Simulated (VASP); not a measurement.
# LiBe4: relaxation of cell and atoms with PBE

Crystal: LiBe4.

```
Li Be
1.0
     1.82721    1.05494    3.73708
    -1.82721    1.05494    3.73708
     0.00000   -2.10988    3.73708
Li Be
1 4
Direct
  0.50000 0.50000 0.50000
  0.90625 0.90625 0.90625
  0.09375 0.09375 0.09375
  0.70117 0.70117 0.70117
  0.29883 0.29883 0.29883
```

- Program: VASP 6.6.1
- Task: relaxation of cell and atoms
- Functional: PBE
- Potentials or basis: VASP PAW PBE potentials, release 64 (Li_sv, Be)
- Cutoff: 600 eV
- k mesh: 12 × 12 × 12
- Occupations: gaussian, width 0.1 eV
- Spin: no spin polarisation
- Dipole correction: no
- Further INCAR settings: ALGO = Normal; EDIFF = 1e-07; IBRION = 2; EDIFFG = -0.001; NSW = 80; ISIF = 3

```yaml
Relaxed_volume: 8.65 Å³/atom
Relaxed_cell: a = 4.293 Å, b = 4.293 Å, c = 4.293 Å, α = 50.39°, β = 50.39°, γ = 50.39°
Space_group_after_relaxing_to_0.1_Å: R-3m (No. 166)
Energy_gained_by_relaxing: 0.0 meV/atom
Ionic_steps: 6
Pressure_after_relaxing: 0.0 GPa
Band_gap_on_the_k_mesh: zero (an odd number of electrons rules out a gap without spin polarisation)
```

Final structure:
```
Li Be
1.0
     1.82775    1.05525    3.73894
    -1.82775    1.05525    3.73894
     0.00000   -2.11051    3.73894
Li Be
1 4
Direct
  0.50000 0.50000 0.50000
  0.90630 0.90630 0.90630
  0.09370 0.09370 0.09370
  0.70120 0.70120 0.70120
  0.29880 0.29880 0.29880
```

Levels at points of the mesh, in eV from the Fermi level:
| k point | band 4 | band 5 | band 6 | band 7 | band 8 | band 9 |
| --- | --- | --- | --- | --- | --- | --- |
| (0.00, 0.00, 0.00) | -1.07 | 1.51 | 1.51 | 1.90 | 1.90 | 5.27 |
| (0.50, 0.00, 0.00) | -2.80 | -0.95 | 0.58 | 1.76 | 2.31 | 2.94 |
| (0.50, 0.50, 0.00) | -3.04 | -2.85 | -2.63 | 2.70 | 6.52 | 7.85 |
| (0.50, 0.50, 0.50) | 0.56 | 0.56 | 1.56 | 1.56 | 5.67 | 5.98 |

It took 8.4 min on 1 thread of Oxide Virtual Turin-like Processor, on a shared host, peak memory 0.23 GiB.

Caveat: the cutoff is under 1.25 times the usual one of these potentials, so pressure, stress and relaxed cells hold a basis-set (Pulay) error.
